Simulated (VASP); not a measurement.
A run of VASP 6.6.1 is set up as follows.

The input INCAR:

```
PREC = Accurate ; ENCUT = 600
EDIFF = 1E-7 ; ISMEAR = -1
SIGMA = 0.08 ; LREAL = F
LASPH = T ; NELM = 60
ALGO = Normal ; ISIF = 3
LWAVE = F ; LCHARG = F
GGA = PS ; IBRION = 2
NSW = 100 ; EDIFFG = -0.002
```

File KPOINTS:

```
regular mesh
0
Gamma
  16 16 16
```

File POSCAR:

```
Cu
1.0
    0.0000000000      1.8075000000      1.8075000000
    1.8075000000      0.0000000000      1.8075000000
    1.8075000000      1.8075000000      0.0000000000
Cu
1
Direct
    0.0000000000      0.0000000000      0.0000000000
```

Potentials or basis: VASP PAW PBE potentials, release 64 (Cu).

Run with:

```sh
$ cat potpaw_PBE.64/Cu/POTCAR > POTCAR
$ mpirun -np 1 vasp_std > vasp.out
```

Task: What does it give for the space group after relaxing (to 0.05 Å)?

Result: Fm-3m (No. 225).

Task: Estimate the relaxed cell.

Result: a = 2.524 Å, b = 2.524 Å, c = 2.524 Å, α = 60.00°, β = 60.00°, γ = 60.00°.

Task: What does it give for the relaxed volume?

Result: 11.37 Å³/atom.

Final structure:
```
CELL_PARAMETERS angstrom
0.00000 1.78480 1.78480
1.78480 0.00000 1.78480
1.78480 1.78480 0.00000
ATOMIC_POSITIONS crystal
Cu 0.00000 0.00000 0.00000
```

Caveat: the PAW data sets were made with another functional, which shifts forces and pressure a little.
